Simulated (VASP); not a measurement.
# KCl (Fm-3m) in VASP: further runs

The runs below take KCl through electric field gradients, with PBEsol.

Program: VASP 6.6.1. These are calculated values, not measurements. Logs are shortened: lines on timing, memory, paths and dates and some standing lists are left out, and cuts for length are marked.

**1. The cell of the first run**

The structure is cubic, space group Fm-3m (No. 225). Conventional cell: a = 6.333 Å, b = 6.333 Å, c = 6.333 Å, α = 90.00°, β = 90.00°, γ = 90.00°. K (site symmetry m-3m) has 6 Cl at 3.17 Å within 4.2 Å. Cl (site symmetry m-3m) has 6 K at 3.17 Å within 4.2 Å.

**2. Electric field gradients, PBEsol (31.75 Å³/atom)**

INCAR reads:

```
SYSTEM = KCl
  ALGO = Normal
  EDIFF = 1E-8
  ENCUT = 520
  GGA = PS
  ISIF = 2
  ISMEAR = -1
  LASPH = .True.
  LCHARG = .False.
  LEFG = .True.
  LREAL = .False.
  LWAVE = .False.
  NBANDS = 15
  NELM = 100
  PREC = Accurate
  SIGMA = 0.03
```

KPOINTS reads:

```
k-points
0
Gamma
  7 7 7
  0 0 0
```

POSCAR reads:

```
KCl
1.0
    0.0000000000      3.1665854591      3.1665854591
    3.1665854591      0.0000000000      3.1665854591
    3.1665854591      3.1665854591      0.0000000000
K Cl
1 1
Direct
    0.0000000000      0.0000000000      0.0000000000
    0.5000000000      0.5000000000      0.5000000000
```

Potentials or basis: VASP PAW PBE potentials, release 64 (K_sv, Cl).

Launch:

```sh
$ cat potpaw_PBE.64/K_sv/POTCAR potpaw_PBE.64/Cl/POTCAR > POTCAR
$ mpirun -np 1 vasp_std > vasp.out
```

OUTCAR:

```text
SYSTEM = KCl
   EDIFF = 1E-8
   ENCUT = 520
   GGA = PS
   ISIF = 2
   ISMEAR = -1
   LASPH = .True.
   LREAL = .False.
   NELM = 100
   PREC = Accurate

 ion  position               nearest neighbor table
   1  0.000  0.000  0.000-   2 3.17   2 3.17   2 3.17   2 3.17   2 3.17   2 3.17
   2  0.500  0.500  0.500-   1 3.17   1 3.17   1 3.17   1 3.17   1 3.17   1 3.17

  LATTYP: Found a face centered cubic cell.
 ALAT       =     6.3331709182

  Lattice vectors:

 A1 = (   0.0000000000,   3.1665854591,   3.1665854591)
 A2 = (   3.1665854591,   0.0000000000,   3.1665854591)
 A3 = (   3.1665854591,   3.1665854591,   0.0000000000)

Analysis of symmetry for initial positions (statically):
=====================================================================
 Subroutine PRICEL returns:
 Original cell was already a primitive cell.

 Routine SETGRP: Setting up the symmetry group for a
 face centered cubic supercell.

 Subroutine GETGRP returns: Found 48 space group operations
 (whereof 48 operations were pure point group operations)
 out of a pool of 48 trial point group operations.

The static configuration has the point symmetry O_h .

Analysis of symmetry for dynamics (positions and initial velocities):
=====================================================================
 Subroutine PRICEL returns:
 Original cell was already a primitive cell.

 Routine SETGRP: Setting up the symmetry group for a
 face centered cubic supercell.

 Subroutine GETGRP returns: Found 48 space group operations
 (whereof 48 operations were pure point group operations)
 out of a pool of 48 trial point group operations.

The dynamic configuration has the point symmetry O_h .

 Subroutine INISYM returns: Found 48 space group operations
 (whereof 48 operations are pure point group operations),
 and found     1 'primitive' translations

----------------------------------------------------------------------------------------

                                     Primitive cell

  volume of cell :      63.5044

  direct lattice vectors                    reciprocal lattice vectors
     0.000000000  3.166585459  3.166585459    -0.157898786  0.157898786  0.157898786
     3.166585459  0.000000000  3.166585459     0.157898786 -0.157898786  0.157898786
     3.166585459  3.166585459  0.000000000     0.157898786  0.157898786 -0.157898786

  length of vectors
     4.478228103  4.478228103  4.478228103     0.273488720  0.273488720  0.273488720

  position of ions in fractional coordinates (direct lattice)
     0.000000000  0.000000000  0.000000000
     0.500000000  0.500000000  0.500000000

  ion indices of the primitive-cell ions
   primitive index   ion index
                 1           1
                 2           2

----------------------------------------------------------------------------------------

 KPOINTS: k-points

Automatic generation of k-mesh.
 Grid dimensions read from file:
 generate k-points for:    7    7    7

 Generating k-lattice:

  Cartesian coordinates                     Fractional coordinates (reciprocal lattice)
    -0.022556969  0.022556969  0.022556969     0.142857143  0.000000000  0.000000000
     0.022556969 -0.022556969  0.022556969     0.000000000  0.142857143  0.000000000
     0.022556969  0.022556969 -0.022556969     0.000000000  0.000000000  0.142857143

  Length of vectors
     0.039069817  0.039069817  0.039069817

  Shift w.r.t. Gamma in fractional coordinates (k-lattice)
     0.000000000  0.000000000  0.000000000

 Subroutine IBZKPT returns following result:
 ===========================================

 Found     20 irreducible k-points:

 Following reciprocal coordinates:
            Coordinates               Weight
  0.000000  0.000000  0.000000      1.000000
  0.142857  0.000000  0.000000      8.000000
  0.285714  0.000000  0.000000      8.000000
  0.428571  0.000000  0.000000      8.000000
  0.142857  0.142857  0.000000      6.000000
  0.285714  0.142857  0.000000     24.000000
[... 12 lines left out ...]
 -0.428571  0.428571  0.142857     24.000000
 -0.285714  0.428571  0.142857     24.000000
   k-points           NKPTS =     20   k-points in BZ     NKDIM =     20   number of bands    NBANDS=     15
   number of dos      NEDOS =    301   number of ions     NIONS =      2
   total plane-waves  NPLWV =  46656
   dimension x,y,z NGX =    36 NGY =   36 NGZ =   36
   dimension x,y,z NGXF=    72 NGYF=   72 NGZF=   72
   ions per type =               1   1
   NGX,Y,Z   is equivalent  to a cutoff of  13.36, 13.36, 13.36 a.u.
   NGXF,Y,Z  is equivalent  to a cutoff of  26.73, 26.73, 26.73 a.u.
 SYSTEM =  KCl
   PREC   = accura    normal or accurate (medium, high low for compatibility)
   ISTART =      0    job   : 0-new  1-cont  2-samecut
   ICHARG =      2    charge: 1-file 2-atom 10-const
   ISPIN  =      1    spin polarized calculation?
   LNONCOLLINEAR =      F non collinear calculations
   LSORBIT =      F    spin-orbit coupling
   LASPH  =      T    aspherical Exc in radial PAW
   ENCUT  =  520.0 eV  38.22 Ry    6.18 a.u.   8.33  8.33  8.33*2*pi/ulx,y,z
   NELM   =    100;   NELMIN=  2; NELMDL= -5     # of ELM steps
   EDIFF  = 0.1E-07   stopping-criterion for ELM
   LREAL  =      F    real-space projection
   EDIFFG = 0.1E-06   stopping-criterion for IOM
   NSW    =      0    number of steps for IOM
   IBRION =     -1    ionic relax: 0-MD 1-quasi-New 2-CG
   NFREE  =      0    steps in history (QN), initial steepest desc. (CG)
   ISIF   =      2    stress and relaxation
   ISYM   =      2    0-nonsym 1-usesym 2-fastsym
   POTIM  = 0.5000    time-step for ionic-motion
   TEBEG  =    0.0;   TEEND  =   0.0 temperature during run
   PSTRESS=    0.0 pullay stress
   NELECT =      16.0000    total number of electrons
   NUPDOWN=      -1.0000    fix difference up-down
   EMIN   =  10.00;   EMAX   =-10.00  energy-range for DOS
   EFERMI =   0.00;   METHOD = LEGACY
   ISMEAR =    -1;   SIGMA  =   0.03  broadening in eV -4-tet -1-fermi 0-gaus
   EFERMI_NEDOS =   21; number of points for ismear=-14 and -15
   IALGO  =     38    algorithm
   IMIX   =      4    mixing-type and parameters
     AMIX     =   0.40;   BMIX     =  1.00
     AMIX_MAG =   1.60;   BMIX_MAG =  1.00
  volume/ion in A,a.u.               =      31.75       214.27
  Fermi-wavevector in a.u.,A,eV,Ry     =   1.033984  1.953946 14.546287  1.069122
  Thomas-Fermi vector in A             =   2.168257
   LORBIT       =      0    0 simple, 1 ext, 2 COOP (PROOUT), +10 PAW based schemes
   GGA     = PS    functional components
   LHFCALC =     F    Hartree Fock is set to
   AEXX    =    0.0000 exact exchange contribution
   IVDW    =     0    specifies the selected vdW correction
   LEPSILON=     F    determine dielectric tensor
   LRPA    =     F    only Hartree local field effects (RPA)
 non-spin polarized calculation
  energy-cutoff  :      520.00
  volume of cell :       63.50
 maximum number of plane-waves:      1729
 NGX is ok and might be reduce to    36
   NGX = 17   NGY = 17   NGZ = 17

 number of electron      15.9999999 magnetization

 Free energy of the ion-electron system (eV)
  ---------------------------------------------------
  ext. energy  EPLUGINS =         0.00000000
  ---------------------------------------------------
  free energy    TOTEN  =        -7.01837728 eV

  energy without entropy =       -7.01837728  energy(sigma->0) =       -7.01837728

 E-fermi :  -1.3715     XC(G=0):  -7.6375

 val. band max:       -1.9793741403   @ k =   0.0000   0.0000   0.0000
 cond. band min:       2.9838246942   @ k =   0.0000   0.0000   0.0000
 fundamental gap:      4.9631988345
 Fermi energy:        -1.3715359040

 k-point     1 :       0.0000    0.0000    0.0000
  band No.  band energies     occupation
      1     -29.0709      2.00000
      2     -14.0489      2.00000
      3     -12.5966      2.00000
      4     -12.5966      2.00000
      5     -12.5966      2.00000
      6      -1.9794      2.00000
      7      -1.9794      2.00000
      8      -1.9794      2.00000
      9       2.9838      0.00000
     10       6.3076      0.00000
     11       6.3076      0.00000
     12       6.3076      0.00000
     13       7.1811      0.00000
     14       7.1811      0.00000
     15      10.7074      0.00000

 k-point     2 :       0.1429    0.0000    0.0000
  band No.  band energies     occupation
      1     -29.0691      2.00000
      2     -14.0855      2.00000
      3     -12.5984      2.00000
      4     -12.5984      2.00000
      5     -12.5503      2.00000
      6      -2.2215      2.00000
      7      -2.0429      2.00000
      8      -2.0429      2.00000
      9       3.4616      0.00000
     10       6.1486      0.00000
     11       6.5596      0.00000
     12       6.5596      0.00000
     13       7.4508      0.00000
     14       7.4508      0.00000
     15      11.4510      0.00000

 k-point     3 :       0.2857    0.0000    0.0000
  band No.  band energies     occupation
      1     -29.0648      2.00000
      2     -14.1610      2.00000
      3     -12.6023      2.00000
      4     -12.6023      2.00000
      5     -12.4528      2.00000
      6      -2.6779      2.00000
      7      -2.1792      2.00000
      8      -2.1792      2.00000
      9       4.5080      0.00000
     10       6.0702      0.00000
     11       7.2636      0.00000
     12       7.2636      0.00000
     13       8.1705      0.00000
     14       8.1705      0.00000
     15      11.1188      0.00000
[... 271 lines left out ...]
 k-point    19 :      -0.4286    0.4286    0.1429
  band No.  band energies     occupation
      1     -29.0585      2.00000
      2     -14.0307      2.00000
      3     -12.6921      2.00000
      4     -12.6630      2.00000
      5     -12.5560      2.00000
      6      -2.6271      2.00000
      7      -2.3343      2.00000
      8      -2.2981      2.00000
      9       5.0236      0.00000
     10       6.3101      0.00000
     11       7.3790      0.00000
     12       8.3358      0.00000
     13       8.6265      0.00000
     14       9.4243      0.00000
     15       9.8876      0.00000

 k-point    20 :      -0.2857    0.4286    0.1429
  band No.  band energies     occupation
      1     -29.0582      2.00000
      2     -14.0568      2.00000
      3     -12.6976      2.00000
      4     -12.6631      2.00000
      5     -12.5115      2.00000
      6      -2.5589      2.00000
      7      -2.4877      2.00000
      8      -2.3411      2.00000
      9       5.6013      0.00000
     10       6.2864      0.00000
     11       7.3546      0.00000
     12       7.7740      0.00000
     13       9.3070      0.00000
     14       9.3648      0.00000
     15      10.1587      0.00000

------------------------ aborting loop because EDIFF is reached ----------------------------------------

  FORCE on cell =-STRESS in cart. coord.  units (eV):
  Direction    XX          YY          ZZ          XY          YZ          ZX
  --------------------------------------------------------------------------------------
  -------------------------------------------------------------------------------------
  Total       -0.2682390     -0.2682390     -0.2682390     -0.0000000     -0.0000000      0.0000000
  in kB       -6.7675091     -6.7675091     -6.7675091     -0.0000000     -0.0000000      0.0000000
  external PRESSURE =      -6.7675091 kB  Pullay stress =       0.0000000 kB

 VOLUME and BASIS-vectors are now :
 -----------------------------------------------------------------------------
  energy-cutoff  :      520.00
  volume of cell :       63.50
      direct lattice vectors                 reciprocal lattice vectors
     0.000000000  3.166585459  3.166585459    -0.157898786  0.157898786  0.157898786
     3.166585459  0.000000000  3.166585459     0.157898786 -0.157898786  0.157898786
     3.166585459  3.166585459  0.000000000     0.157898786  0.157898786 -0.157898786

 POSITION                                       TOTAL-FORCE (eV/Angst)
 -----------------------------------------------------------------------------------
      0.00000      0.00000      0.00000         0.000000     -0.000000     -0.000000
      3.16659      3.16659      3.16659        -0.000000      0.000000      0.000000
 -----------------------------------------------------------------------------------
    total drift:                                0.000000      0.000000      0.000000

  FREE ENERGIE OF THE ION-ELECTRON SYSTEM (eV)
  ---------------------------------------------------
  free  energy   TOTEN  =        -7.0183772824 eV

  energy  without entropy=       -7.0183772824  energy(sigma->0) =       -7.01837728

 Electric field gradients (V/A^2)
---------------------------------------------------------------------
 ion       V_xx      V_yy      V_zz      V_xy      V_xz      V_yz
---------------------------------------------------------------------
   1      -0.000    -0.000     0.000    -0.000    -0.000    -0.000
   2      -0.000     0.000     0.000    -0.000    -0.000    -0.000
---------------------------------------------------------------------

 Electric field gradients after diagonalization (V/A^2)
 (convention: |V_zz| > |V_xx| > |V_yy|)
----------------------------------------------------------------------
 ion       V_xx      V_yy      V_zz     asymmetry (V_yy - V_xx)/ V_zz
----------------------------------------------------------------------
   1       0.000     0.000    -0.001       0.000
   2       0.000     0.000    -0.000       0.000
----------------------------------------------------------------------

           NMR quadrupolar parameters

 Cq : quadrupolar parameter    Cq=e*Q*V_zz/h
 eta: asymmetry parameters     (V_yy - V_xx)/ V_zz
 Q  : nuclear electric quadrupole moment in mb (millibarn)
----------------------------------------------------------------------
 ion       Cq(MHz)       eta       Q (mb)
----------------------------------------------------------------------
   1      -0.000       0.000       1.000
   2      -0.000       0.000       1.000
----------------------------------------------------------------------
```

It took 24 s on 1 thread of Intel Xeon Platinum 8259CL at 2.50GHz (Skylake/Cascade Lake), shared host; peak memory 0.2 GiB.

What came out:

```
Free energy                             : -7.0184 eV
Pressure                                : -0.7 GPa
Band gap on the k mesh                  : 4.96 eV
Largest electric field gradient by atom : under 0.05 V/Å² on every atom
```

Caveat: the PAW data sets were made with another functional, which shifts forces and pressure a little; an odd mesh through Γ misses points on the zone boundary, where band edges can lie.

[end of part 1 of 3]
